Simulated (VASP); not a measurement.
# SnO (Cmc2_1) in VASP: notebook

SnO is run at these levels: PBE; tasks: single point.

All numbers are computed with VASP 6.6.1; they aren't measurements. Logs are shortened: lines on timing, memory, paths and dates and some standing lists are left out, and cuts for length are marked.

**1. The cell of the first run**

The typed cell holds 8 atoms: a = 3.799 Å, b = 3.799 Å, c = 11.009 Å, α = 90.00°, β = 90.00°, γ = 97.68°.

**2. Single point, PBE (z stretched by -1 %, then relaxed in part)**

Contents of INCAR:

```
SYSTEM = SnO
PREC = Accurate
ENCUT = 520
EDIFF = 1E-7
ISMEAR = -1
SIGMA = 0.02
LREAL = .FALSE.
LASPH = .TRUE.
NELM = 60
ALGO = Normal
ISIF = 2
LWAVE = .FALSE.
LCHARG = .FALSE.
GGA = PE
NBANDS = 50
```

Contents of KPOINTS:

```
regular mesh
0
G
  8 8 3
  0 0 0
```

Contents of POSCAR:

```
SnO
1.0
    2.5000000000     -2.8600000000      0.0000000000
    2.5000000000      2.8600000000      0.0000000000
    0.0000000000      0.0000000000     11.0088000000
Sn O
4 4
Direct
    0.0000043204     -0.0000043204     -0.0131369231
   -0.0000043204      0.0000043204      0.4868630769
    0.4998728746      0.5001271254      0.2701335093
    0.5001271254      0.4998728746      0.7701335093
    0.9999958210      0.4999716398      0.3785017069
    0.0000041790      0.5000283602      0.8785017069
    0.5000283602      0.0000041790      0.3785017069
    0.4999716398      0.9999958210      0.8785017069
```

Potentials or basis: VASP PAW PBE potentials, release 64 (Sn_d, O).

Started as:

```bash
$ cat potpaw_PBE.64/Sn_d/POTCAR potpaw_PBE.64/O/POTCAR > POTCAR
$ mpirun -np 1 vasp_std > vasp.out
```

OUTCAR:

```text
SYSTEM = SnO
   PREC = Accurate
   ENCUT = 520
   EDIFF = 1E-7
   ISMEAR = -1
   LREAL = .FALSE.
   LASPH = .TRUE.
   NELM = 60
   ISIF = 2
   GGA = PE

 ion  position               nearest neighbor table
   1  0.000  1.000  0.987-   6 2.24   8 2.24   6 2.24   8 2.24   4 3.46   4 3.46   4 3.72   4 3.73

   2  1.000  0.000  0.487-   5 2.24   7 2.24   7 2.24   5 2.24   3 3.46   3 3.46   3 3.72   3 3.73

   3  0.500  0.500  0.270-   5 2.24   7 2.24   5 2.24   7 2.24   2 3.46   2 3.46   2 3.72   2 3.73

   4  0.500  0.500  0.770-   6 2.24   8 2.24   8 2.24   6 2.24   1 3.46   1 3.46   1 3.72   1 3.73

   5  1.000  0.500  0.379-   3 2.24   2 2.24   2 2.24   3 2.24
   6  0.000  0.500  0.879-   4 2.24   1 2.24   1 2.24   4 2.24
   7  0.500  0.000  0.379-   3 2.24   2 2.24   2 2.24   3 2.24
   8  0.500  1.000  0.879-   4 2.24   1 2.24   1 2.24   4 2.24

  LATTYP: Found a base centered orthorhombic cell.
 ALAT       =     5.0000000000
 B/A-ratio  =     1.1440000000
 C/A-ratio  =     2.2017600000

  Lattice vectors:

 A1 = (   2.5000000000,  -2.8600000000,   0.0000000000)
 A2 = (   2.5000000000,   2.8600000000,   0.0000000000)
 A3 = (   0.0000000000,   0.0000000000,  11.0088000000)

Analysis of symmetry for initial positions (statically):
=====================================================================
 Subroutine PRICEL returns:
 Original cell was already a primitive cell.

 Routine SETGRP: Setting up the symmetry group for a
 base centered orthorhombic supercell.

 Subroutine GETGRP returns: Found  4 space group operations
 (whereof  2 operations were pure point group operations)
 out of a pool of  8 trial point group operations.

The static configuration has the point symmetry C_1h.
 The point group associated with its full space group is C_2v.

Analysis of symmetry for dynamics (positions and initial velocities):
=====================================================================
 Subroutine PRICEL returns:
 Original cell was already a primitive cell.

 Routine SETGRP: Setting up the symmetry group for a
 base centered orthorhombic supercell.

 Subroutine GETGRP returns: Found  4 space group operations
 (whereof  2 operations were pure point group operations)
 out of a pool of  8 trial point group operations.
[... 108 lines left out ...]
   ISPIN  =      1    spin polarized calculation?
   LNONCOLLINEAR =      F non collinear calculations
   LSORBIT =      F    spin-orbit coupling
   LASPH  =      T    aspherical Exc in radial PAW
   ENCUT  =  520.0 eV  38.22 Ry    6.18 a.u.   7.06  7.06 20.47*2*pi/ulx,y,z
   NELM   =     60;   NELMIN=  2; NELMDL= -5     # of ELM steps
   EDIFF  = 0.1E-06   stopping-criterion for ELM
   LREAL  =      F    real-space projection
   EDIFFG = 0.1E-05   stopping-criterion for IOM
   NSW    =      0    number of steps for IOM
   IBRION =     -1    ionic relax: 0-MD 1-quasi-New 2-CG
   NFREE  =      0    steps in history (QN), initial steepest desc. (CG)
   ISIF   =      2    stress and relaxation
   ISYM   =      2    0-nonsym 1-usesym 2-fastsym
   POTIM  = 0.5000    time-step for ionic-motion
   TEBEG  =    0.0;   TEEND  =   0.0 temperature during run
   PSTRESS=    0.0 pullay stress
   NELECT =      80.0000    total number of electrons
   NUPDOWN=      -1.0000    fix difference up-down
   EMIN   =  10.00;   EMAX   =-10.00  energy-range for DOS
   EFERMI =   0.00;   METHOD = LEGACY
   ISMEAR =    -1;   SIGMA  =   0.02  broadening in eV -4-tet -1-fermi 0-gaus
   EFERMI_NEDOS =   21; number of points for ismear=-14 and -15
   IALGO  =     38    algorithm
   IMIX   =      4    mixing-type and parameters
     AMIX     =   0.40;   BMIX     =  1.00
     AMIX_MAG =   1.60;   BMIX_MAG =  1.00
  volume/ion in A,a.u.               =      19.68       132.80
  Fermi-wavevector in a.u.,A,eV,Ry     =   1.306410  2.468757 23.221159  1.706707
  Thomas-Fermi vector in A             =   2.437214
   LORBIT       =      0    0 simple, 1 ext, 2 COOP (PROOUT), +10 PAW based schemes
   GGA     = PE    functional components
   LHFCALC =     F    Hartree Fock is set to
   AEXX    =    0.0000 exact exchange contribution
   IVDW    =     0    specifies the selected vdW correction
   LEPSILON=     F    determine dielectric tensor
   LRPA    =     F    only Hartree local field effects (RPA)
 non-spin polarized calculation
  energy-cutoff  :      520.00
  volume of cell :      157.43
 maximum number of plane-waves:      4284
   NGX = 15   NGY = 15   NGZ = 41

 number of electron      80.0000019 magnetization

 Free energy of the ion-electron system (eV)
  ---------------------------------------------------
  ext. energy  EPLUGINS =         0.00000000
  ---------------------------------------------------
  free energy    TOTEN  =       -44.70618331 eV

  energy without entropy =      -44.70618331  energy(sigma->0) =      -44.70618331

 E-fermi :   6.1008     XC(G=0):  -9.5736

 val. band max:        5.7993726489   @ k =   0.0000   0.0000   0.0000
 cond. band min:       6.3955751861   @ k =   0.5000   0.5000   0.0000
 fundamental gap:      0.5962025372
 Fermi energy:         6.1008038436

 k-point     1 :       0.0000    0.0000    0.0000
  band No.  band energies     occupation
      1     -15.9456      2.00000
      2     -15.9419      2.00000
      3     -15.6146      2.00000
      4     -15.6051      2.00000
      5     -15.6013      2.00000
      6     -15.5997      2.00000
[... 1261 lines left out ...]
     49      11.0090      0.00000
     50      11.1403      0.00000

 [... further k-points ...]
[... 5 lines left out ...]
  --------------------------------------------------------------------------------------
  -------------------------------------------------------------------------------------
  Total       13.1554202     -5.9093146     -0.2999205      0.0000000      0.0000000      0.0000000
  in kB      133.8872701    -60.1411422     -3.0523953      0.0000000      0.0000000      0.0000000
  external PRESSURE =      23.5645775 kB  Pullay stress =       0.0000000 kB

 VOLUME and BASIS-vectors are now :
 -----------------------------------------------------------------------------
  energy-cutoff  :      520.00
  volume of cell :      157.43
      direct lattice vectors                 reciprocal lattice vectors
     2.500000000 -2.860000000  0.000000000     0.200000000 -0.174825175  0.000000000
     2.500000000  2.860000000  0.000000000     0.200000000  0.174825175  0.000000000
     0.000000000  0.000000000 11.008800000     0.000000000  0.000000000  0.090836422

 POSITION                                       TOTAL-FORCE (eV/Angst)
 -----------------------------------------------------------------------------------
      2.50000      2.85998     10.86418         0.000000      0.000107      0.084981
      2.50000     -2.85998      5.35978         0.000000     -0.000107      0.084981
      2.50000      0.00073      2.97385         0.000000     -0.002756     -0.084335
      2.50000     -0.00073      8.47825         0.000000      0.002756     -0.084335
      3.74992     -1.43007      4.16685         0.000550      0.001399     -0.000323
      1.25008      1.43007      9.67125        -0.000550     -0.001399     -0.000323
      1.25008     -1.43007      4.16685        -0.000550      0.001399     -0.000323
      3.74992      1.43007      9.67125         0.000550     -0.001399     -0.000323
 -----------------------------------------------------------------------------------
    total drift:                               -0.000000     -0.000000      0.000615

  FREE ENERGIE OF THE ION-ELECTRON SYSTEM (eV)
  ---------------------------------------------------
  free  energy   TOTEN  =       -44.7061833142 eV

  energy  without entropy=      -44.7061833115  energy(sigma->0) =      -44.70618331
```

stdout:

```text
POSCAR found type information on POSCAR SnO
 POSCAR found :  2 types and       8 ions
 scaLAPACK will be used
 LDA part: xc-table for (Slater+PW92), standard interpolation
 POSCAR, INCAR and KPOINTS ok, starting setup
 FFT: planning ... GRIDC
 FFT: planning ... GRID_SOFT
 FFT: planning ... GRID
 WAVECAR not read
 entering main loop
```

Run time: 5.2 min. Hardware: 1 thread of Oxide Virtual Turin-like, shared host; peak memory 0.35 GiB.

Results:

| Property | Result |
| --- | --- |
| Free energy | -44.7062 eV |
| Pressure | 2.4 GPa |
| Largest force | 0.085 eV/Å |
| Band gap on the k mesh | 0.60 eV |

Forces on the atoms (eV/Å):
```
Sn   0.000  0.000  0.085
Sn   0.000  0.000  0.085
Sn   0.000 -0.003 -0.084
Sn   0.000  0.003 -0.084
O    0.001  0.001  0.000
O   -0.001 -0.001  0.000
O   -0.001  0.001  0.000
O    0.001 -0.001  0.000
```

Caveat: the cell differs from its parent crystal (z stretched by -1 %, then relaxed in part); spin-orbit coupling is left out, which moves the levels of the heavy elements.

**3. Single point, PBE (z stretched by +1 %, then relaxed in part)**

Contents of INCAR:

```
SYSTEM = SnO
ALGO = Normal
EDIFF = 1E-7
ENCUT = 520
GGA = PE
ISIF = 2
ISMEAR = -1
LASPH = .TRUE.
LCHARG = .FALSE.
LREAL = .FALSE.
LWAVE = .FALSE.
NBANDS = 50
NELM = 80
PREC = Accurate
SIGMA = 0.02
```

Contents of KPOINTS:

```
k-points
0
G
  8 8 3
  0 0 0
```

Contents of POSCAR:

```
SnO
1.0
    2.5000000000     -2.8600000000      0.0000000000
    2.5000000000      2.8600000000      0.0000000000
    0.0000000000      0.0000000000     11.2312000000
Sn O
4 4
Direct
    0.0000061371     -0.0000061371     -0.0151676453
   -0.0000061371      0.0000061371      0.4848323547
    0.4998718968      0.5001281032      0.2721645936
    0.5001281032      0.4998718968      0.7721645936
    0.9999925188      0.4999773736      0.3785015259
    0.0000074812      0.5000226264      0.8785015259
    0.5000226264      0.0000074812      0.3785015259
    0.4999773736      0.9999925188      0.8785015259
```

Potentials or basis: VASP PAW PBE potentials, release 64 (Sn_d, O).

Started as:

```bash
$ cat potpaw_PBE.64/Sn_d/POTCAR potpaw_PBE.64/O/POTCAR > POTCAR
$ mpirun -np 1 vasp_std > vasp.out
```

OUTCAR:

```text
SYSTEM = SnO
   EDIFF = 1E-7
   ENCUT = 520
   GGA = PE
   ISIF = 2
   ISMEAR = -1
   LASPH = .TRUE.
   LREAL = .FALSE.
   NELM = 80
   PREC = Accurate

 ion  position               nearest neighbor table
   1  0.000  1.000  0.985-   6 2.24   8 2.24   6 2.24   8 2.24   4 3.46   4 3.46   4 3.73   4 3.73

   2  1.000  0.000  0.485-   5 2.24   7 2.24   7 2.24   5 2.24   3 3.46   3 3.46   3 3.73   3 3.73

[... 1494 lines left out ...]
  Total       12.9888794     -5.9876486     -0.4256046      0.0000000      0.0000000      0.0000000
  in kB      129.5746572    -59.7316747     -4.2457527      0.0000000      0.0000000      0.0000000
  external PRESSURE =      21.8657433 kB  Pullay stress =       0.0000000 kB

 VOLUME and BASIS-vectors are now :
 -----------------------------------------------------------------------------
  energy-cutoff  :      520.00
  volume of cell :      160.61
      direct lattice vectors                 reciprocal lattice vectors
     2.500000000 -2.860000000  0.000000000     0.200000000 -0.174825175  0.000000000
     2.500000000  2.860000000  0.000000000     0.200000000  0.174825175  0.000000000
     0.000000000  0.000000000 11.231200000     0.000000000  0.000000000  0.089037681

 POSITION                                       TOTAL-FORCE (eV/Angst)
 -----------------------------------------------------------------------------------
      2.50000      2.85996     11.06085        -0.000000      0.000047      0.084190
      2.50000     -2.85996      5.44525        -0.000000     -0.000047      0.084190
      2.50000      0.00073      3.05673        -0.000000     -0.002706     -0.083342
      2.50000     -0.00073      8.67233        -0.000000      0.002706     -0.083342
      3.74992     -1.43004      4.25103         0.000438      0.001334     -0.000424
      1.25008      1.43004      9.86663        -0.000438     -0.001334     -0.000424
      1.25008     -1.43004      4.25103        -0.000438      0.001334     -0.000424
      3.74992      1.43004      9.86663         0.000438     -0.001334     -0.000424
 -----------------------------------------------------------------------------------
    total drift:                                0.000000     -0.000000      0.000543

  FREE ENERGIE OF THE ION-ELECTRON SYSTEM (eV)
  ---------------------------------------------------
  free  energy   TOTEN  =       -44.6939202588 eV

  energy  without entropy=      -44.6939202587  energy(sigma->0) =      -44.69392026
```

OSZICAR:

```text
N       E                     dE             d eps       ncg     rms          rms(c)
DAV:   1     0.104977220216E+04    0.10498E+04   -0.37642E+04  4578   0.235E+03
DAV:   2     0.162440745789E+03   -0.88733E+03   -0.84927E+03  4344   0.674E+02
DAV:   3    -0.357460154712E+02   -0.19819E+03   -0.18934E+03  4896   0.245E+02
DAV:   4    -0.522259126350E+02   -0.16480E+02   -0.16248E+02  4904   0.744E+01
DAV:   5    -0.528307934061E+02   -0.60488E+00   -0.60340E+00  5010   0.148E+01    0.168E+01
DAV:   6    -0.446142989446E+02    0.82165E+01   -0.33194E+01  6360   0.512E+01    0.680E+00
DAV:   7    -0.447559047907E+02   -0.14161E+00   -0.51759E+00  4612   0.978E+00    0.393E+00
DAV:   8    -0.447253381963E+02    0.30567E-01   -0.10043E+00  6414   0.560E+00    0.140E+00
DAV:   9    -0.446902450809E+02    0.35093E-01   -0.18979E-01  6336   0.372E+00    0.405E-01
DAV:  10    -0.446961691559E+02   -0.59241E-02   -0.31700E-02  5636   0.148E+00    0.371E-01
DAV:  11    -0.446936707024E+02    0.24985E-02   -0.89807E-03  5960   0.828E-01    0.640E-02
DAV:  12    -0.446939397179E+02   -0.26902E-03   -0.28685E-03  5074   0.228E-01    0.692E-02
DAV:  13    -0.446939234347E+02    0.16283E-04   -0.15641E-04  5582   0.117E-01    0.371E-02
DAV:  14    -0.446939228395E+02    0.59522E-06   -0.18224E-05  4746   0.218E-02    0.203E-02
DAV:  15    -0.446939200924E+02    0.27471E-05   -0.15285E-05  5644   0.237E-02    0.443E-03
DAV:  16    -0.446939203049E+02   -0.21258E-06   -0.12598E-06  5216   0.751E-03    0.284E-03
DAV:  17    -0.446939202588E+02    0.46160E-07   -0.43615E-07  4228   0.423E-03
   1 F= -.44693920E+02 E0= -.44693920E+02  d E =-.413969E-10
```

Wall time 5.3 min (1 thread of Oxide Virtual Turin-like, shared host); peak memory 0.35 GiB.

What came out:

| Item | Value |
| --- | --- |
| Free energy | -44.6939 eV |
| Pressure | 2.2 GPa |
| Largest force | 0.084 eV/Å |
| Band gap on the k mesh | 0.78 eV |

Forces on the atoms (eV/Å):
```
Sn   0.000  0.000  0.084
Sn   0.000  0.000  0.084
Sn   0.000 -0.003 -0.083
Sn   0.000  0.003 -0.083
O    0.000  0.001  0.000
O    0.000 -0.001  0.000
O    0.000  0.001  0.000
O    0.000 -0.001  0.000
```

Caveat: the cell differs from its parent crystal (z stretched by +1 %, then relaxed in part); spin-orbit coupling is left out, which moves the levels of the heavy elements. A k mesh can miss the band edges.
